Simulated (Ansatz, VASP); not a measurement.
ZnCu in VASP and in Ansatz

```xyz
2
Lattice="2.7094 0.0000 0.0000 0.0000 2.7094 0.0000 0.0000 0.0000 2.8272" Properties=species:S:1:pos:R:3 pbc="T T T"
Zn    1.3547    1.3547    1.4136
Cu    0.0000    0.0000    0.0000
```

Change from the starting cell: strain -0.080 along x and y, -0.040 along z, atoms carried along.

Alike in both runs: task single point; functional PBE; k mesh 16 × 16 × 16; occupations gaussian, width 0.15 eV; no spin polarisation.

```csv
,VASP,Ansatz
version,VASP 6.6.1,Ansatz 0.2.0
potentials or method,"VASP PAW PBE potentials, release 64 (Zn, Cu), cutoff 520 eV","scalar-relativistic, plane waves, PAW"
valence electrons in the cell,23,31
```

Ansatz gave:

* gap on the k mesh at the Fermi level (eV): none
* pressure (GPa): 45.7
* traceless stress, the component that is largest in VASP (GPa): -0.27

Question: Which values does VASP return?

Answer: gap on the k mesh at the Fermi level (eV): none; pressure (GPa): 46.9; traceless stress, the component that is largest in VASP (GPa): -0.26.

A gap of «none» marks a metal or a gap that the smearing closes. Both programs put the cell under a high pressure, so it lies far from rest at this level. VASP's potentials hold 23 valence electrons a cell and Ansatz's 31, so a difference there can come from the potentials and not from the codes.
